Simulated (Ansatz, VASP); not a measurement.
**Lu2SiF2 in VASP and in Ansatz**

```
CELL_PARAMETERS angstrom
4.02648 0.00000 0.00000
-2.01324 3.48703 0.00000
0.00000 0.00000 6.39945
ATOMIC_POSITIONS crystal
Lu 0.66667 0.33333 0.24010
Lu 0.33333 0.66667 0.75990
Si 0.00000 0.00000 0.00000
F 0.66667 0.33333 0.59755
F 0.33333 0.66667 0.40245
```

Change from the starting cell: species swapped into the EuCd2P2 type (P-3m1, No. 164).

Alike in both runs: functional PBE; k mesh 6 × 6 × 4; occupations gaussian, width 0.1 eV; no spin polarisation.

Ansatz relaxed the structure, and its values are those at the end. VASP's run is a single point on that final structure, the one shown.

```csv
,VASP,Ansatz
version,VASP 6.6.1,Ansatz 0.2.0
potentials or method,"VASP PAW PBE potentials, release 64 (Lu, Si, F), cutoff 520 eV","scalar-relativistic, plane waves, PAW"
valence electrons in the cell,68,68
```

```csv
,VASP,Ansatz,Ansatz less VASP
gap on the k mesh at the Fermi level (eV),0.25,0.25,+0.005
least direct gap on the mesh (eV),0.83,0.83,+0.007
pressure (GPa),0.5,0.2,-0.28
rms of the force components (eV/Å),0.005,0.014,+0.0089
```

The functional is the same, so the differences come from potentials, cutoffs and numerics.

Neither program's run includes spin-orbit coupling.
